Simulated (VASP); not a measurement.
Runs of VASP 6.6.1 on O. The structure is that of space group C2/m (No. 12), or close to it. The cells are those of the table. 

```csv
level,cell,gap on the mesh (eV),pressure (GPa),largest force (eV/Å)
PBE,"a = 3.200, b = 3.200, c = 4.232 Å, angles 113.1, 113.1, 64.8°, 2 atoms",none,11.0,8.00
PBE,"a = 3.262, b = 3.262, c = 4.315 Å, angles 113.1, 113.1, 64.8°, 2 atoms",none,6.2,5.33
PBE,"a = 3.178, b = 3.178, c = 4.203 Å, angles 113.1, 113.1, 64.8°, 2 atoms",none,13.0,9.01
PBE,"a = 3.221, b = 3.221, c = 4.260 Å, angles 113.1, 113.1, 64.8°, 2 atoms",none,(b),7.05
RPBE,"a = 3.200, b = 3.200, c = 4.232 Å, angles 113.1, 113.1, 64.8°, 2 atoms",none,13.1,8.41
PBE,"a = 3.135, b = 3.135, c = 4.146 Å, angles 113.1, 113.1, 64.8°, 2 atoms",none,(a),11.23
```

Alike in all rows: task electric field gradients; potentials or basis VASP PAW PBE potentials, release 64 (O); no spin polarisation; k mesh 11 × 11 × 8; cutoff (eV) 520; smearing fermi-dirac 0.01 eV.

**Question.** Fill in the values left out.

**Answer.** (a) 17.3; (b) 9.3.

Caveats: the standard files for N, O and F lose accuracy on very short bonds; spin is off for a triplet molecule; this functional lacks dispersion, which holds the molecules together, so the pressure and a relaxed volume are unreliable; forces of over 1 eV/Å act on the atoms, so gaps and moduli don't describe the material at rest (at least some runs); the stress differs along the axes, from -5 to 42 GPa (at least some runs); the stress differs along the axes, from -5 to 27 GPa (at least some runs); the stress differs along the axes, from -5 to 48 GPa (at least some runs).

A gap of «none» marks levels without a gap at the run's occupations.
